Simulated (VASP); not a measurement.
# Cu (Im-3m) in VASP: a series of runs

Runs on Cu. Level: PBEsol. Tasks: relaxation of cell and atoms.

Everything below comes from runs of VASP 6.6.1. Logs are shortened: lines on timing, memory, paths and dates and some standing lists are left out, and cuts for length are marked.

**1. The cell of the first run**

The structure is cubic, space group Im-3m (No. 229). Conventional cell: a = 2.870 Å, b = 2.870 Å, c = 2.870 Å, α = 90.00°, β = 90.00°, γ = 90.00°. Within 3.3 Å of Cu (site symmetry m-3m) lie 14 Cu at 2.49 to 2.87 Å.

**2. Relaxation of cell and atoms, PBEsol, target pressure 10 GPa, at which the enthalpy is minimised**

INCAR reads:

```
PREC = Accurate
ENCUT = 600
EDIFF = 1E-6
ISMEAR = -1
SIGMA = 0.05
LREAL = False
LASPH = True
NELM = 100
ALGO = Normal
ISIF = 3
LWAVE = False
LCHARG = False
GGA = PS
IBRION = 2
NSW = 80
EDIFFG = -0.01
PSTRESS = 100.0
```

KPOINTS reads:

```
regular mesh
0
Gamma
  21 21 21
```

POSCAR reads:

```
Cu
1.0
    1.4350000000      1.4350000000      1.4350000000
   -1.4350000000      1.4350000000      1.4350000000
   -1.4350000000     -1.4350000000      1.4350000000
Cu
1
Direct
    0.0000000000      0.0000000000      0.0000000000
```

Potentials or basis: VASP PAW PBE potentials, release 64 (Cu).

Launch:

```bash
$ cat potpaw_PBE.64/Cu/POTCAR > POTCAR
$ mpirun -np 1 vasp_std > vasp.out
```

OUTCAR:

```text
PREC = Accurate
   ENCUT = 600
   EDIFF = 1E-6
   ISMEAR = -1
   LREAL = False
   LASPH = True
   NELM = 100
   ISIF = 3
   GGA = PS
   IBRION = 2
   NSW = 80
   EDIFFG = -0.01
   PSTRESS = 100.0

 ion  position               nearest neighbor table
   1  0.000  0.000  0.000-

  LATTYP: Found a body centered cubic cell.
 ALAT       =     2.8700000000

  Lattice vectors:

 A1 = (   1.4350000000,  -1.4350000000,  -1.4350000000)
 A2 = (   1.4350000000,   1.4350000000,   1.4350000000)
 A3 = (  -1.4350000000,  -1.4350000000,   1.4350000000)

Analysis of symmetry for initial positions (statically):
=====================================================================
 Subroutine PRICEL returns:
 Original cell was already a primitive cell.

 Routine SETGRP: Setting up the symmetry group for a
 body centered cubic supercell.

 Subroutine GETGRP returns: Found 48 space group operations
 (whereof 48 operations were pure point group operations)
 out of a pool of 48 trial point group operations.

The static configuration has the point symmetry O_h .

Analysis of symmetry for dynamics (positions and initial velocities):
=====================================================================
 Subroutine PRICEL returns:
 Original cell was already a primitive cell.

 Routine SETGRP: Setting up the symmetry group for a
 body centered cubic supercell.

 Subroutine GETGRP returns: Found 48 space group operations
 (whereof 48 operations were pure point group operations)
 out of a pool of 48 trial point group operations.

The dynamic configuration has the point symmetry O_h .

 Subroutine INISYM returns: Found 48 space group operations
 (whereof 48 operations are pure point group operations),
 and found     1 'primitive' translations

----------------------------------------------------------------------------------------

                                     Primitive cell

  volume of cell :      11.8200

  direct lattice vectors                    reciprocal lattice vectors
     1.435000000  1.435000000  1.435000000     0.348432056  0.000000000  0.348432056
    -1.435000000  1.435000000  1.435000000    -0.348432056  0.348432056  0.000000000
    -1.435000000 -1.435000000  1.435000000     0.000000000 -0.348432056  0.348432056

  length of vectors
     2.485492909  2.485492909  2.485492909     0.492757339  0.492757339  0.492757339

  position of ions in fractional coordinates (direct lattice)
     0.000000000  0.000000000  0.000000000

  ion indices of the primitive-cell ions
   primitive index   ion index
                 1           1

----------------------------------------------------------------------------------------

 KPOINTS: regular mesh

Automatic generation of k-mesh.
 Grid dimensions read from file:
 generate k-points for:   21   21   21

 Generating k-lattice:

  Cartesian coordinates                     Fractional coordinates (reciprocal lattice)
     0.016592003  0.000000000  0.016592003     0.047619048  0.000000000  0.000000000
    -0.016592003  0.016592003  0.000000000     0.000000000  0.047619048  0.000000000
     0.000000000 -0.016592003  0.016592003     0.000000000  0.000000000  0.047619048

  Length of vectors
     0.023464635  0.023464635  0.023464635

  Shift w.r.t. Gamma in fractional coordinates (k-lattice)
     0.000000000  0.000000000  0.000000000

 Subroutine IBZKPT returns following result:
 ===========================================

 Found    286 irreducible k-points:

 Following reciprocal coordinates:
            Coordinates               Weight
  0.000000  0.000000  0.000000      1.000000
  0.047619  0.000000  0.000000     12.000000
  0.095238  0.000000  0.000000     12.000000
  0.142857  0.000000  0.000000     12.000000
  0.190476  0.000000  0.000000     12.000000
  0.238095  0.000000  0.000000     12.000000
[... 16 lines left out ...]
  0.238095  0.095238  0.000000     48.000000
  0.285714  0.095238 -0.000000     48.000000
 [... further k-points ...]
   k-points           NKPTS =    286   k-points in BZ     NKDIM =    286   number of bands    NBANDS=      9
   number of dos      NEDOS =    301   number of ions     NIONS =      1
   total plane-waves  NPLWV =   8000
   dimension x,y,z NGX =    20 NGY =   20 NGZ =   20
   dimension x,y,z NGXF=    40 NGYF=   40 NGZF=   40
   ions per type =               1
   NGX,Y,Z   is equivalent  to a cutoff of  13.38, 13.38, 13.38 a.u.
   NGXF,Y,Z  is equivalent  to a cutoff of  26.75, 26.75, 26.75 a.u.
 SYSTEM =  unknown system
   PREC   = accura    normal or accurate (medium, high low for compatibility)
   ISTART =      0    job   : 0-new  1-cont  2-samecut
   ICHARG =      2    charge: 1-file 2-atom 10-const
   ISPIN  =      1    spin polarized calculation?
   LNONCOLLINEAR =      F non collinear calculations
   LSORBIT =      F    spin-orbit coupling
   LASPH  =      T    aspherical Exc in radial PAW
   ENCUT  =  600.0 eV  44.10 Ry    6.64 a.u.   4.96  4.96  4.96*2*pi/ulx,y,z
   NELM   =    100;   NELMIN=  2; NELMDL= -5     # of ELM steps
   EDIFF  = 0.1E-05   stopping-criterion for ELM
   LREAL  =      F    real-space projection
   EDIFFG = -.1E-01   stopping-criterion for IOM
   NSW    =     80    number of steps for IOM
   IBRION =      2    ionic relax: 0-MD 1-quasi-New 2-CG
   NFREE  =      1    steps in history (QN), initial steepest desc. (CG)
   ISIF   =      3    stress and relaxation
   ISYM   =      2    0-nonsym 1-usesym 2-fastsym
   POTIM  = 0.5000    time-step for ionic-motion
   TEBEG  =    0.0;   TEEND  =   0.0 temperature during run
   PSTRESS=  100.0 pullay stress
   NELECT =      11.0000    total number of electrons
   NUPDOWN=      -1.0000    fix difference up-down
   EMIN   =  10.00;   EMAX   =-10.00  energy-range for DOS
   EFERMI =   0.00;   METHOD = LEGACY
   ISMEAR =    -1;   SIGMA  =   0.05  broadening in eV -4-tet -1-fermi 0-gaus
   EFERMI_NEDOS =   21; number of points for ismear=-14 and -15
   IALGO  =     38    algorithm
   IMIX   =      4    mixing-type and parameters
     AMIX     =   0.40;   BMIX     =  1.00
     AMIX_MAG =   1.60;   BMIX_MAG =  1.00
  volume/ion in A,a.u.               =      11.82        79.76
  Fermi-wavevector in a.u.,A,eV,Ry     =   1.598333  3.020411 34.758357  2.554667
  Thomas-Fermi vector in A             =   2.695799
   LORBIT       =      0    0 simple, 1 ext, 2 COOP (PROOUT), +10 PAW based schemes
   GGA     = PS    functional components
   LHFCALC =     F    Hartree Fock is set to
   AEXX    =    0.0000 exact exchange contribution
   IVDW    =     0    specifies the selected vdW correction
   LEPSILON=     F    determine dielectric tensor
   LRPA    =     F    only Hartree local field effects (RPA)
 conjugate gradient relaxation of ions
 non-spin polarized calculation
  energy-cutoff  :      600.00
  volume of cell :       11.82
 maximum number of plane-waves:       410
   NGX =  9   NGY =  9   NGZ =  9

--------------------------------------- Ionic step        1  -------------------------------------------

 number of electron      10.9999996 magnetization

 Free energy of the ion-electron system (eV)
  ---------------------------------------------------
  ext. energy  EPLUGINS =         0.00000000
  ---------------------------------------------------
  free energy    TOTEN  =        -4.26693896 eV

  energy without entropy =       -4.26469687  energy(sigma->0) =       -4.26581791

------------------------ aborting loop because EDIFF is reached ----------------------------------------

  FORCE on cell =-STRESS in cart. coord.  units (eV):
  Direction    XX          YY          ZZ          XY          YZ          ZX
  --------------------------------------------------------------------------------------
  -------------------------------------------------------------------------------------
  Total       -0.3815353     -0.3815353     -0.3815353      0.0000000     -0.0000000      0.0000000
  in kB      -51.7165609    -51.7165609    -51.7165609      0.0000000     -0.0000000      0.0000000
  external PRESSURE =    -151.7165609 kB  Pullay stress =     100.0000000 kB

 VOLUME and BASIS-vectors are now :
 -----------------------------------------------------------------------------
  energy-cutoff  :      600.00
  volume of cell :       11.82
      direct lattice vectors                 reciprocal lattice vectors
     1.435000000  1.435000000  1.435000000     0.348432056  0.000000000  0.348432056
    -1.435000000  1.435000000  1.435000000    -0.348432056  0.348432056  0.000000000
    -1.435000000 -1.435000000  1.435000000     0.000000000 -0.348432056  0.348432056
[... 81 lines left out ...]
  FREE ENERGIE OF THE ION-ELECTRON SYSTEM (eV)
  ---------------------------------------------------
  free  energy   TOTEN  =        -4.2566892949 eV

  energy  without entropy=       -4.2544411220  energy(sigma->0) =       -4.25556521

  enthalpy is  TOTEN    =        -3.5810391113 eV   P V=        0.6756501836

--------------------------------------- Ionic step        4  -------------------------------------------

 number of electron      11.0000013 magnetization

 Free energy of the ion-electron system (eV)
  ---------------------------------------------------
  ext. energy  EPLUGINS =         0.00000000
  ---------------------------------------------------
  free energy    TOTEN  =        -4.25548931 eV

  energy without entropy =       -4.25324129  energy(sigma->0) =       -4.25436530

 E-fermi :   8.5570     XC(G=0): -13.4361

 val. band max:        8.4890862371   @ k =   0.0476  -0.4762   0.0476
 cond. band min:       8.5781205363   @ k =   0.4286   0.2857   0.1429
 fundamental gap:      0.0890342992
 Fermi energy:         8.5570436396

 k-point     1 :       0.0000    0.0000    0.0000
  band No.  band energies     occupation
      1      -1.5321      2.00000
      2       5.1580      2.00000
      3       5.1580      2.00000
      4       5.1580      2.00000
      5       6.3216      2.00000
      6       6.3216      2.00000
      7      34.4578      0.00000
      8      34.4578      0.00000
      9      34.4578      0.00000

 k-point     2 :       0.0476    0.0000    0.0000
  band No.  band energies     occupation
      1      -1.4387      2.00000
      2       5.1389      2.00000
      3       5.1571      2.00000
      4       5.1964      2.00000
      5       6.3024      2.00000
      6       6.3230      2.00000
      7      33.4904      0.00000
      8      34.2423      0.00000
      9      34.2558      0.00000
[... 253 lines left out ...]
 k-point    24 :       0.2857    0.0952   -0.0000
  band No.  band energies     occupation
      1       0.8882      2.00000
      2       4.7788      2.00000
      3       4.9411      2.00000
      4       6.0852      2.00000
      5       6.1792      2.00000
      6       6.4178      2.00000
      7      23.7059      0.00000
      8      26.9723      0.00000
      9      30.2452      0.00000

 [... further k-points ...]

------------------------ aborting loop because EDIFF is reached ----------------------------------------

  FORCE on cell =-STRESS in cart. coord.  units (eV):
  Direction    XX          YY          ZZ          XY          YZ          ZX
  --------------------------------------------------------------------------------------
  -------------------------------------------------------------------------------------
  Total        0.6838410      0.6838410      0.6838410      0.0000000     -0.0000000      0.0000000
  in kB      101.3931015    101.3931015    101.3931015      0.0000000     -0.0000000      0.0000000
  external PRESSURE =       1.3931015 kB  Pullay stress =     100.0000000 kB

 VOLUME and BASIS-vectors are now :
 -----------------------------------------------------------------------------
  energy-cutoff  :      600.00
  volume of cell :       10.81
      direct lattice vectors                 reciprocal lattice vectors
     1.392726262  1.392726262  1.392726262     0.359008094  0.000000000  0.359008094
    -1.392726262  1.392726262  1.392726262    -0.359008094  0.359008094  0.000000000
    -1.392726262 -1.392726262  1.392726262     0.000000000 -0.359008094  0.359008094

 POSITION                                       TOTAL-FORCE (eV/Angst)
 -----------------------------------------------------------------------------------
     -0.00000      2.78545      2.78545         0.000000     -0.000000     -0.000000
 -----------------------------------------------------------------------------------
    total drift:                                0.000000      0.000000     -0.000000

  FREE ENERGIE OF THE ION-ELECTRON SYSTEM (eV)
  ---------------------------------------------------
  free  energy   TOTEN  =        -4.2554893115 eV

  energy  without entropy=       -4.2532412909  energy(sigma->0) =       -4.25436530

  enthalpy is  TOTEN    =        -3.5810440565 eV   P V=        0.6744452550

 reached required accuracy - stopping structural energy minimisation
```

It took 2.1 min on 1 thread of Intel Xeon 8259CL, shared host; peak memory 0.17 GiB.

What came out:

* Free energy: -4.2555 eV
* Relaxed volume: 10.81 Å³/atom
* Relaxed cell: a = 2.412 Å, b = 2.412 Å, c = 2.412 Å, α = 70.53°, β = 109.47°, γ = 70.53°
* Space group after relaxing (to 0.05 Å): Im-3m (No. 229)
* Energy change on relaxing (the enthalpy is what falls): +11.4 meV/atom
* Ionic steps: 4
* Pressure after relaxing: 10.1 GPa

The path:
```tsv
step	energy change (eV)	largest force (eV/Å)	pressure (GPa)	volume (Å³)
1	0.0000	0.0000	-5.17	11.82
2	0.1071	0.0000	29.60	10.01
3	0.0102	0.0000	9.78	10.83
4	0.0114	0.0000	10.14	10.81
```

Final structure:
```
Cu
1.0
     1.39273    1.39273    1.39273
    -1.39273    1.39273    1.39273
    -1.39273   -1.39273    1.39273
Cu
1
Direct
  0.00000 0.00000 0.00000
```

Caveat: the cell is relaxed towards a set pressure, so the enthalpy falls and the energy may rise; the PAW data sets were made with another functional, which shifts forces and pressure a little.

**3. Relaxation of cell and atoms, PBEsol, target pressure 20 GPa, at which the enthalpy is minimised**

INCAR reads:

```
PREC     = Accurate       # precision mode
ENCUT    = 600            # plane-wave cutoff, eV
EDIFF    = 1E-6           # SCF threshold, eV
ISMEAR   = -1             # smearing method
SIGMA    = 0.05           # smearing width, eV
LREAL    = False          # projectors in reciprocal space
LASPH    = True           # aspherical terms in the spheres
NELM     = 60             # most SCF steps
ALGO     = Normal         # electronic algorithm
ISIF     = 3              # what is computed and relaxed
LWAVE    = False          # write WAVECAR
LCHARG   = False          # write CHGCAR
GGA      = PS             # functional
IBRION   = 2              # ionic algorithm
NSW      = 80             # ionic steps
EDIFFG   = -0.01          # ionic threshold
PSTRESS  = 200.0
```

KPOINTS is that of step 2.

POSCAR is that of step 2.

Potentials or basis: VASP PAW PBE potentials, release 64 (Cu).

Launch:

```bash
$ cat potpaw_PBE.64/Cu/POTCAR > POTCAR
$ mpirun -np 1 vasp_std > vasp.out
```

Run time: 2.1 min. Hardware: 1 thread of Intel Xeon 8259CL, shared host; peak memory 0.16 GiB.

The run converged. Its results:

```
Free energy                                            : -4.2144 eV
Relaxed volume                                         : 10.36 Å³/atom
Relaxed cell                                           : a = 2.379 Å, b = 2.379 Å, c = 2.379 Å, α = 70.53°, β = 109.47°, γ = 70.53°
Space group after relaxing (to 0.05 Å)                 : Im-3m (No. 229)
Energy change on relaxing (the enthalpy is what falls) : +52.5 meV/atom
Ionic steps                                            : 4
Pressure after relaxing                                : 19.9 GPa
```

Step by step:
| step | energy change (eV) | largest force (eV/Å) | pressure (GPa) | volume (Å³) |
| --- | --- | --- | --- | --- |
| 1 | 0.0000 | 0.0000 | -5.17 | 11.82 |
| 2 | 0.4434 | 0.0000 | 73.84 | 8.92 |
| 3 | 0.0475 | 0.0000 | 18.73 | 10.40 |
| 4 | 0.0525 | 0.0000 | 19.88 | 10.36 |

Final structure:
```cif
data_structure
_symmetry_space_group_name_H-M 'P 1'
_symmetry_Int_Tables_number 1
_cell_length_a 2.3788
_cell_length_b 2.3788
_cell_length_c 2.3788
_cell_angle_alpha 70.529
_cell_angle_beta 109.471
_cell_angle_gamma 70.529
_cell_volume 10.36
loop_
_atom_site_label
_atom_site_type_symbol
_atom_site_fract_x
_atom_site_fract_y
_atom_site_fract_z
_atom_site_occupancy
Cu1 Cu 0.00000 0.00000 0.00000 1
```

Levels at points of the mesh, in eV from the Fermi level:
| k point | band 3 | band 4 | band 5 | band 6 | band 7 | band 8 |
| --- | --- | --- | --- | --- | --- | --- |
| (0.00, 0.00, 0.00) | -3.56 | -3.56 | -2.32 | -2.32 | 26.30 | 26.30 |

Caveat: the cell is relaxed towards a set pressure, so the enthalpy falls and the energy may rise; the PAW data sets were made with another functional, which shifts forces and pressure a little.

(Part 1 of 2 ends here.)
